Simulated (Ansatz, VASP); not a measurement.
As in VASP and in Ansatz

```
As
1.0
     3.56950    0.00000    0.00000
    -1.78475    3.09127    0.00000
     0.00000    0.00000   36.91690
As
4
Direct
  0.66667 0.33333 0.21963
  0.33333 0.66667 0.18174
  0.66667 0.33333 0.32212
  0.00000 0.00000 0.36002
```

Alike in both runs: functional PBE; dispersion D3(BJ); k mesh 12 × 12 × 1; occupations gaussian, width 0.02 eV; no spin polarisation.

Ansatz relaxed the structure, and its values are those at the end. VASP's run is a single point on that final structure, the one shown.

|  | VASP | Ansatz |
| --- | --- | --- |
| version | VASP 6.6.1 | Ansatz 0.2.0 |
| potentials or method | VASP PAW PBE potentials, release 64 (As_d), cutoff 520 eV | scalar-relativistic, plane waves, PAW |
| valence electrons in the cell | 60 | 60 |

Ansatz gave:

```
gap on the k mesh at the Fermi level (eV) : 1.26
least direct gap on the mesh (eV)         : 1.65
rms of the force components (eV/Å)        : 0.000
```

**Question.** Which values does VASP return?

**Answer.** gap on the k mesh at the Fermi level (eV): 1.27; least direct gap on the mesh (eV): 1.64; rms of the force components (eV/Å): 0.015.

Ansatz's warnings: slab cell height set.
